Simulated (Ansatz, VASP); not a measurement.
## One calculation of Pt, two programs

INCAR

```
SYSTEM = Pt
ALGO = Fast
EDIFF = 1E-6
ENCUT = 520
ISIF = 2
ISMEAR = 0
LASPH = .True.
LCHARG = .False.
LREAL = .False.
LWAVE = .False.
NBANDS = 28
NELM = 100
PREC = Accurate
SIGMA = 0.15
```

KPOINTS

```
k-points
0
Gamma
  18 18 6
  0 0 0
```

Contents of POSCAR:

```
Pt
1.0
    2.7082945870      0.0000000000      0.0000000000
   -1.3541472935      2.3454519133      0.0000000000
    0.0000000000      0.0000000000      9.3530207388
Pt
4
Direct
    0.6075806962      0.3111627658      0.3750000000
    0.6075806962      0.3111627658      0.8750000000
    0.3924193038      0.6888372342      0.1250000000
    0.3924193038      0.6888372342      0.6250000000
```

Input for Ansatz:

```yaml
crystal:
  lattice:
    - [2.708294587, 0.0, 0.0]
    - [-1.3541472935, 2.3454519133, 0.0]
    - [0.0, 0.0, 9.3530207388]
  atoms:
    - { symbol: Pt, position: [0.6075806962, 0.3111627658, 0.375] }
    - { symbol: Pt, position: [0.6075806962, 0.3111627658, 0.875] }
    - { symbol: Pt, position: [0.3924193038, 0.6888372342, 0.125] }
    - { symbol: Pt, position: [0.3924193038, 0.6888372342, 0.625] }
basis:
  ecutwfc: 420
kpoints:
  mp_grid: { grid: [18, 18, 6] }
hamiltonian:
  xc: lda
  pseudopotentials: { kind: paw, azcp: { folder: soft_1 } }
scf:
  occupations: { method: gaussian, width: 0.15 }
output:
  forces: true
  stress: true
  eigenvalues: true
```

Change from the starting cell: mode 1 frozen in at -0.130 Å and mode 2 at -0.052 Å (largest displacements).

Alike in both runs: task single point; functional LDA; k mesh 18 × 18 × 6; occupations gaussian, width 0.15 eV; no spin polarisation.

|  | VASP | Ansatz |
| --- | --- | --- |
| version | VASP 6.6.1 | Ansatz 0.2.0 |
| potentials or method | VASP PAW LDA potentials, release 64 (Pt), cutoff 520 eV | scalar-relativistic, plane waves, PAW |
| valence electrons in the cell | 40 | 72 |

Ansatz gave:

| Item | Value |
| --- | --- |
| gap on the k mesh at the Fermi level (eV) | none |
| pressure (GPa) | 0.5 |
| traceless stress, the component that is largest in VASP (GPa) | -0.75 |
| rms of the force components (eV/Å) | 0.106 |

Q: Which values does VASP return?

A: gap on the k mesh at the Fermi level (eV): none; pressure (GPa): 1.3; traceless stress, the component that is largest in VASP (GPa): -0.57; rms of the force components (eV/Å): 0.101.

Ansatz warns that its potentials were made for another functional, while VASP's fit it. LDA's correlation is that of Perdew and Zunger in VASP and of Perdew and Wang (1992) in Ansatz. Atom by atom the forces differ by 0.006 eV/Å (rms over components). A gap of «none» marks a metal or a gap that the smearing closes. VASP's potentials hold 40 valence electrons a cell and Ansatz's 72, so a difference there can come from the potentials and not from the codes.

Neither program's run includes spin-orbit coupling.
